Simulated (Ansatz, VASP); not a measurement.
**One calculation of Rh, two programs**

The input INCAR:

```
ALGO = Fast ; EDIFF = 1E-7
ENCUT = 520 ; GGA = PS
ISIF = 2 ; ISMEAR = 0
LASPH = T ; LCHARG = F
LREAL = F ; LWAVE = F
NBANDS = 22 ; NELM = 100
PREC = Accurate ; SIGMA = 0.1
```

KPOINTS

```
k-points
0
Gamma
  24 24 12
```

POSCAR

```
Rh
1.0
    2.6887360850      0.0000000000      0.0000000000
   -1.3443680425      2.3285137537      0.0000000000
    0.0000000000      0.0000000000      4.3290202437
Rh
2
Direct
    0.6666666667      0.3333333333      0.7500000000
    0.3333333333      0.6666666667      0.2500000000
```

Input for Ansatz:

```yaml
crystal:
  lattice:
    - [2.688736085, 0.0, 0.0]
    - [-1.3443680425, 2.3285137537, 0.0]
    - [0.0, 0.0, 4.3290202437]
  atoms:
    - { symbol: Rh, position: [0.6666666667, 0.3333333333, 0.75] }
    - { symbol: Rh, position: [0.3333333333, 0.6666666667, 0.25] }
basis:
  ecutwfc: 420
kpoints:
  mp_grid: { grid: [24, 24, 12] }
hamiltonian:
  xc: pbesol
scf:
  occupations: { method: gaussian, width: 0.1 }
output:
  forces: true
  stress: true
  eigenvalues: true
```

Alike in both runs: task single point; functional PBEsol; k mesh 24 × 24 × 12; occupations gaussian, width 0.1 eV; no spin polarisation.

|  | VASP | Ansatz |
| --- | --- | --- |
| version | VASP 6.6.1 | Ansatz 0.2.0 |
| potentials or method | VASP PAW PBE potentials, release 64 (Rh_pv), cutoff 520 eV | scalar-relativistic, plane waves, PAW |
| valence electrons in the cell | 30 | 34 |

Ansatz gave:

```
gap on the k mesh at the Fermi level (eV)                     : none
pressure (GPa)                                                : 0.0
traceless stress, the component that is largest in VASP (GPa) : 0.54
```

Problem. What did VASP give for the same quantities?

Solution. gap on the k mesh at the Fermi level (eV): none; pressure (GPa): -0.1; traceless stress, the component that is largest in VASP (GPa): 0.54.

VASP's potentials were made for PBE, not for PBEsol. A gap of «none» marks a metal or a gap that the smearing closes. The functional is the same, so the differences come from potentials, cutoffs and numerics. VASP's potentials hold 30 valence electrons a cell and Ansatz's 34, so a difference there can come from the potentials and not from the codes.
